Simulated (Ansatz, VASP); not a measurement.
One calculation of LiF, two programs

```
CELL_PARAMETERS angstrom
0.00000 2.05086 2.05086
2.05086 0.00000 2.05086
2.05086 2.05086 0.00000
ATOMIC_POSITIONS crystal
Li 0.00000 0.00000 0.00000
F 0.50000 0.50000 0.50000
```

Change from the starting cell: volume scaled by 1.025.

Alike in both runs: task single point; functional PBE; k mesh 14 × 14 × 14; occupations fermi-dirac, width 0.03 eV; no spin polarisation.

```csv
,VASP,Ansatz
version,VASP 6.6.1,Ansatz 0.2.0
potentials or method,"VASP PAW PBE potentials, release 64 (Li_sv, F), cutoff 520 eV","all-electron LAPW, scalar-relativistic"
```

VASP gave:

```
gap on the k mesh at the Fermi level (eV) : 8.62
```

What did Ansatz give for the same quantities?

gap on the k mesh at the Fermi level (eV): 8.60.

Ansatz ran all-electron here, and VASP with PAW potentials.

Noted on VASP's run: the cutoff is short for stress, so the pressure is rough.
